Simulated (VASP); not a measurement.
# GaAs (F-43m) in VASP: a series of runs

GaAs is run at these levels: PBE-based global hybrid with 35 % exact exchange, r2SCAN50, HSE06; tasks: single point.

All numbers are computed with VASP 6.6.1; they aren't measurements. Logs are shortened: lines on timing, memory, paths and dates and some standing lists are left out, and cuts for length are marked.

## (1) The cell of the first run

The structure is cubic, space group F-43m (No. 216). Conventional cell: a = 5.666 Å, b = 5.666 Å, c = 5.666 Å, α = 90.00°, β = 90.00°, γ = 90.00°. Ga (site symmetry -43m) has 4 As at 2.45 Å within 3.2 Å. As (site symmetry -43m) has 4 Ga at 2.45 Å within 3.2 Å.

## (2) Single point, PBE-based global hybrid with 35 % exact exchange

File POSCAR:

```
GaAs
1.0
    0.0000000000      2.8330831910      2.8330831910
    2.8330831910      0.0000000000      2.8330831910
    2.8330831910      2.8330831910      0.0000000000
Ga As
1 1
Direct
    0.0000000000      0.0000000000      0.0000000000
    0.2500000000      0.2500000000      0.2500000000
```

File INCAR.step1:

```
PREC = Accurate ; ENCUT = 400
EDIFF = 1E-5 ; ISMEAR = 0
SIGMA = 0.01 ; LREAL = F
LASPH = T ; NELM = 120
ALGO = Normal ; ISIF = 2
LWAVE = T ; LCHARG = F
NBANDS = 21 ; GGA = PE
GGA_COMPAT = F
```

File INCAR.step2:

```
PREC = Accurate ; ENCUT = 400
EDIFF = 1E-6 ; ISMEAR = 0
SIGMA = 0.01 ; LREAL = F
LASPH = T ; NELM = 120
ALGO = Normal ; ISIF = 2
LWAVE = F ; LCHARG = F
GGA = PE ; LHFCALC = T
AEXX = 0.35 ; PRECFOCK = Normal
NBANDS = 21 ; ISTART = 1
GGA_COMPAT = F
```

File KPOINTS:

```
regular mesh
0
Gamma
  4 4 4
```

Potentials or basis: VASP PAW PBE potentials, release 64 (Ga_d, As_d).

Launch:

```bash
cat potpaw_PBE.64/Ga_d/POTCAR potpaw_PBE.64/As_d/POTCAR > POTCAR
cp INCAR.step1 INCAR
mpirun -np 1 vasp_std > vasp.out
cp INCAR.step2 INCAR
mpirun -np 1 vasp_std > vasp.out
```

OUTCAR:

```text
PREC = Accurate
   ENCUT = 400
   EDIFF = 1E-6
   ISMEAR = 0
   LREAL = F
   LASPH = T
   NELM = 120
   ISIF = 2
   GGA = PE
   LHFCALC = T
   AEXX = 0.35
   PRECFOCK = Normal
   ISTART = 1

 ion  position               nearest neighbor table
   1  0.000  0.000  0.000-   2 2.45   2 2.45   2 2.45   2 2.45
   2  0.250  0.250  0.250-   1 2.45   1 2.45   1 2.45   1 2.45

  LATTYP: Found a face centered cubic cell.
 ALAT       =     5.6661663820

  Lattice vectors:

 A1 = (   0.0000000000,   2.8330831910,   2.8330831910)
 A2 = (   2.8330831910,   0.0000000000,   2.8330831910)
 A3 = (   2.8330831910,   2.8330831910,   0.0000000000)

Analysis of symmetry for initial positions (statically):
=====================================================================
 Subroutine PRICEL returns:
 Original cell was already a primitive cell.

 Routine SETGRP: Setting up the symmetry group for a
 face centered cubic supercell.

 Subroutine GETGRP returns: Found 24 space group operations
 (whereof 24 operations were pure point group operations)
 out of a pool of 48 trial point group operations.

The static configuration has the point symmetry T_d .

Analysis of symmetry for dynamics (positions and initial velocities):
=====================================================================
 Subroutine PRICEL returns:
 Original cell was already a primitive cell.

 Routine SETGRP: Setting up the symmetry group for a
 face centered cubic supercell.

 Subroutine GETGRP returns: Found 24 space group operations
 (whereof 24 operations were pure point group operations)
 out of a pool of 48 trial point group operations.

The dynamic configuration has the point symmetry T_d .

 Subroutine INISYM returns: Found 24 space group operations
 (whereof 24 operations are pure point group operations),
 and found     1 'primitive' translations

----------------------------------------------------------------------------------------

                                     Primitive cell

  volume of cell :      45.4787

  direct lattice vectors                    reciprocal lattice vectors
     0.000000000  2.833083191  2.833083191    -0.176486169  0.176486169  0.176486169
     2.833083191  0.000000000  2.833083191     0.176486169 -0.176486169  0.176486169
     2.833083191  2.833083191  0.000000000     0.176486169  0.176486169 -0.176486169

  length of vectors
     4.006584672  4.006584672  4.006584672     0.305683012  0.305683012  0.305683012

  position of ions in fractional coordinates (direct lattice)
     0.000000000  0.000000000  0.000000000
     0.250000000  0.250000000  0.250000000

  ion indices of the primitive-cell ions
   primitive index   ion index
                 1           1
                 2           2

----------------------------------------------------------------------------------------

 KPOINTS: regular mesh

Automatic generation of k-mesh.
 Grid dimensions read from file:
 generate k-points for:    4    4    4

 Generating k-lattice:

  Cartesian coordinates                     Fractional coordinates (reciprocal lattice)
    -0.044121542  0.044121542  0.044121542     0.250000000  0.000000000  0.000000000
     0.044121542 -0.044121542  0.044121542     0.000000000  0.250000000  0.000000000
     0.044121542  0.044121542 -0.044121542     0.000000000  0.000000000  0.250000000

  Length of vectors
     0.076420753  0.076420753  0.076420753

  Shift w.r.t. Gamma in fractional coordinates (k-lattice)
     0.000000000  0.000000000  0.000000000

 Subroutine IBZKPT returns following result:
 ===========================================

 Found      8 irreducible k-points:

 Following reciprocal coordinates:
            Coordinates               Weight
  0.000000  0.000000  0.000000      1.000000
  0.250000  0.000000  0.000000      8.000000
  0.500000  0.000000  0.000000      4.000000
  0.250000  0.250000  0.000000      6.000000
  0.500000  0.250000  0.000000     24.000000
 -0.250000  0.250000  0.000000     12.000000
  0.500000  0.500000  0.000000      3.000000
 -0.250000  0.500000  0.250000      6.000000
   k-points           NKPTS =      8   k-points in BZ     NKDIM =     64   number of bands    NBANDS=     21
   number of dos      NEDOS =    301   number of ions     NIONS =      2
   total plane-waves  NPLWV =  21952
   dimension x,y,z NGX =    28 NGY =   28 NGZ =   28
   dimension x,y,z NGXF=    56 NGYF=   56 NGZF=   56
   ions per type =               1   1
   NGX,Y,Z   is equivalent  to a cutoff of  11.62, 11.62, 11.62 a.u.
   NGXF,Y,Z  is equivalent  to a cutoff of  23.24, 23.24, 23.24 a.u.
 SYSTEM =  unknown system
   PREC   = accura    normal or accurate (medium, high low for compatibility)
   ISTART =      1    job   : 0-new  1-cont  2-samecut
   ICHARG =      0    charge: 1-file 2-atom 10-const
   ISPIN  =      1    spin polarized calculation?
   LNONCOLLINEAR =      F non collinear calculations
   LSORBIT =      F    spin-orbit coupling
   LASPH  =      T    aspherical Exc in radial PAW
   ENCUT  =  400.0 eV  29.40 Ry    5.42 a.u.   6.53  6.53  6.53*2*pi/ulx,y,z
   NELM   =    120;   NELMIN=  2; NELMDL=  0     # of ELM steps
   EDIFF  = 0.1E-05   stopping-criterion for ELM
   LREAL  =      F    real-space projection
   EDIFFG = 0.1E-04   stopping-criterion for IOM
   NSW    =      0    number of steps for IOM
   IBRION =     -1    ionic relax: 0-MD 1-quasi-New 2-CG
   NFREE  =      0    steps in history (QN), initial steepest desc. (CG)
   ISIF   =      2    stress and relaxation
   ISYM   =      3    0-nonsym 1-usesym 2-fastsym
   POTIM  = 0.5000    time-step for ionic-motion
   TEBEG  =    0.0;   TEEND  =   0.0 temperature during run
   PSTRESS=    0.0 pullay stress
   NELECT =      28.0000    total number of electrons
   NUPDOWN=      -1.0000    fix difference up-down
   EMIN   =  10.00;   EMAX   =-10.00  energy-range for DOS
   EFERMI =   0.00;   METHOD = LEGACY
   ISMEAR =     0;   SIGMA  =   0.01  broadening in eV -4-tet -1-fermi 0-gaus
   EFERMI_NEDOS =   21; number of points for ismear=-14 and -15
   IALGO  =     38    algorithm
   IMIX   =      1    mixing-type and parameters
     AMIX     =   0.40;   BMIX     =  1.00
     AMIX_MAG =   1.60;   BMIX_MAG =  1.00
  volume/ion in A,a.u.               =      22.74       153.45
  Fermi-wavevector in a.u.,A,eV,Ry     =   1.392702  2.631825 26.390115  1.939619
  Thomas-Fermi vector in A             =   2.516419
   LORBIT       =      0    0 simple, 1 ext, 2 COOP (PROOUT), +10 PAW based schemes
   GGA     = PE    functional components
   LHFCALC =     T    Hartree Fock is set to
   PRECFOCK=normal    Normal, Fast or Accurate (Low or Medium for compatibility)
   ENCUT4O =  -1.0   cutoff for four orbital integrals eV
   NKREDX  =     1    reduce k-point grid by
   NKREDY  =     1    reduce k-point grid by
   NKREDZ  =     1    reduce k-point grid by
   AEXX    =    0.3500 exact exchange contribution
   HFSCREEN=    0.0000 screening length (either q_TF or 0.3 A-1)
   HFSCREENC=   0.0000 screening length for correlation (either q_TF or 0.3 A-1)
   ENCUTFOCK=  -1.0 apply spherical cutoff to Coloumb kernel
   IVDW    =     0    specifies the selected vdW correction
   LEPSILON=     F    determine dielectric tensor
   LRPA    =     F    only Hartree local field effects (RPA)
 non-spin polarized calculation
 Gauss-broadening in eV      SIGMA  =   0.01
  energy-cutoff  :      400.00
  volume of cell :       45.48
 maximum number of plane-waves:       869
 NGX is ok and might be reduce to    28
  NGX = 20; NGY = 20; NGZ = 20

 number of electron      27.9999986 magnetization

 Free energy of the ion-electron system (eV)
  ---------------------------------------------------
  ext. energy  EPLUGINS =         0.00000000
  ---------------------------------------------------
  free energy    TOTEN  =       -11.75088069 eV

  energy without entropy =      -11.75088069  energy(sigma->0) =      -11.75088069

 E-fermi :   2.0892     XC(G=0):  -6.9671

 val. band max:        1.9813236254   @ k =   0.0000   0.0000   0.0000
 cond. band min:       4.8003435231   @ k =   0.0000   0.0000   0.0000
 fundamental gap:      2.8190198976
 Fermi energy:         2.0892072079

 k-point     1 :       0.0000    0.0000    0.0000
  band No.  band energies     occupation
      1     -38.0219      2.00000
      2     -38.0219      2.00000
      3     -38.0219      2.00000
      4     -38.0107      2.00000
      5     -38.0107      2.00000
      6     -16.4749      2.00000
[... 13 lines left out ...]
     20      14.6195      0.00000
     21      14.6195      0.00000

 k-point     2 :       0.2500    0.0000    0.0000
  band No.  band energies     occupation
      1     -38.0216      2.00000
      2     -38.0214      2.00000
      3     -38.0214      2.00000
      4     -38.0104      2.00000
      5     -38.0104      2.00000
      6     -16.4972      2.00000
[... 13 lines left out ...]
     20      13.3989      0.00000
     21      13.3989      0.00000

 k-point     3 :       0.5000    0.0000    0.0000
  band No.  band energies     occupation
      1     -38.0214      2.00000
      2     -38.0210      2.00000
      3     -38.0210      2.00000
      4     -38.0103      2.00000
      5     -38.0103      2.00000
      6     -16.5189      2.00000
[... 13 lines left out ...]
     20      16.6062      0.00000
     21      16.6062      0.00000

 k-point     4 :       0.2500    0.2500    0.0000
  band No.  band energies     occupation
      1     -38.0221      2.00000
      2     -38.0210      2.00000
      3     -38.0210      2.00000
      4     -38.0106      2.00000
      5     -38.0102      2.00000
      6     -16.5137      2.00000
[... 13 lines left out ...]
     20      15.7224      0.00000
     21      16.0250      0.00000

 k-point     5 :       0.5000    0.2500    0.0000
  band No.  band energies     occupation
      1     -38.0218      2.00000
      2     -38.0206      2.00000
      3     -38.0206      2.00000
      4     -38.0105      2.00000
      5     -38.0100      2.00000
      6     -16.5302      2.00000
[... 13 lines left out ...]
     20      16.7436      0.00000
     21      17.2522      0.00000

 k-point     6 :      -0.2500    0.2500    0.0000
  band No.  band energies     occupation
      1     -38.0214      2.00000
      2     -38.0210      2.00000
      3     -38.0209      2.00000
      4     -38.0103      2.00000
      5     -38.0102      2.00000
      6     -16.5184      2.00000
[... 13 lines left out ...]
     20      15.0154      0.00000
     21      17.3852      0.00000

 k-point     7 :       0.5000    0.5000    0.0000
  band No.  band energies     occupation
      1     -38.0224      2.00000
      2     -38.0200      2.00000
      3     -38.0200      2.00000
      4     -38.0107      2.00000
      5     -38.0096      2.00000
      6     -16.5475      2.00000
[... 13 lines left out ...]
     20      18.0793      0.00000
     21      18.1170      0.00000

 k-point     8 :      -0.2500    0.5000    0.2500
  band No.  band energies     occupation
      1     -38.0216      2.00000
      2     -38.0211      2.00000
      3     -38.0202      2.00000
      4     -38.0106      2.00000
      5     -38.0100      2.00000
      6     -16.5354      2.00000
[... 13 lines left out ...]
     20      17.1222      0.00000
     21      17.9980      0.00000

------------------------ aborting loop because EDIFF is reached ----------------------------------------

  FORCE on cell =-STRESS in cart. coord.  units (eV):
  Direction    XX          YY          ZZ          XY          YZ          ZX
  --------------------------------------------------------------------------------------
  -------------------------------------------------------------------------------------
  Total       -0.1391006     -0.1391006     -0.1391006      0.0000000      0.0000000      0.0000000
  in kB       -4.9004020     -4.9004020     -4.9004020      0.0000000      0.0000000      0.0000000
  external PRESSURE =      -4.9004020 kB  Pullay stress =       0.0000000 kB

 VOLUME and BASIS-vectors are now :
 -----------------------------------------------------------------------------
  energy-cutoff  :      400.00
  volume of cell :       45.48
      direct lattice vectors                 reciprocal lattice vectors
     0.000000000  2.833083191  2.833083191    -0.176486169  0.176486169  0.176486169
     2.833083191  0.000000000  2.833083191     0.176486169 -0.176486169  0.176486169
     2.833083191  2.833083191  0.000000000     0.176486169  0.176486169 -0.176486169

 POSITION                                       TOTAL-FORCE (eV/Angst)
 -----------------------------------------------------------------------------------
      0.00000      0.00000      0.00000        -0.000000     -0.000000     -0.000000
      1.41654      1.41654      1.41654         0.000000      0.000000      0.000000
 -----------------------------------------------------------------------------------
    total drift:                                0.000011      0.000011      0.000010

  FREE ENERGIE OF THE ION-ELECTRON SYSTEM (eV)
  ---------------------------------------------------
  free  energy   TOTEN  =       -11.7508806891 eV

  energy  without entropy=      -11.7508806891  energy(sigma->0) =      -11.75088069
```

It took 6.9 min on 1 thread of Intel Xeon 6975P-C (Granite Rapids), shared host; peak memory 0.16 GiB.

What came out:

```
Free energy            : -11.7509 eV
Pressure               : -0.5 GPa
Band gap on the k mesh : 2.82 eV
```

Caveat: the k points lie up to 0.48 Å⁻¹ apart; the PAW data sets were made with another functional, which shifts forces and pressure a little.

[end of part 1 of 2]
